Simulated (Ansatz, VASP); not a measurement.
# Al: VASP beside Ansatz

```
Al
1.0
    -1.58623    1.58623    1.58623
     1.58623   -1.58623    1.58623
     1.58623    1.58623   -1.58623
Al
1
Direct
  0.00000 0.00000 0.00000
```

Alike in both runs: functional BLYP; dispersion D3(BJ); k mesh 12 × 12 × 12; no spin polarisation.

Ansatz relaxed the structure, and its values are those at the end. VASP's run is a single point on that final structure, the one shown.

```csv
,VASP,Ansatz
version,VASP 6.6.1,Ansatz 0.2.0
potentials or method,"VASP PAW PBE potentials, release 64 (Al)","plane waves, PAW"
plane-wave cutoff (eV),520,420
occupations,"methfessel-paxton of order 1, width 0.15 eV","cold, width 0.15 eV"
valence electrons in the cell,3,3
```

```tsv
	VASP	Ansatz	Ansatz less VASP
pressure (GPa)	0.2	0.0	-0.21
```

VASP's potentials were made for PBE, not for BLYP. Ansatz's warnings: stress scf threshold loose.
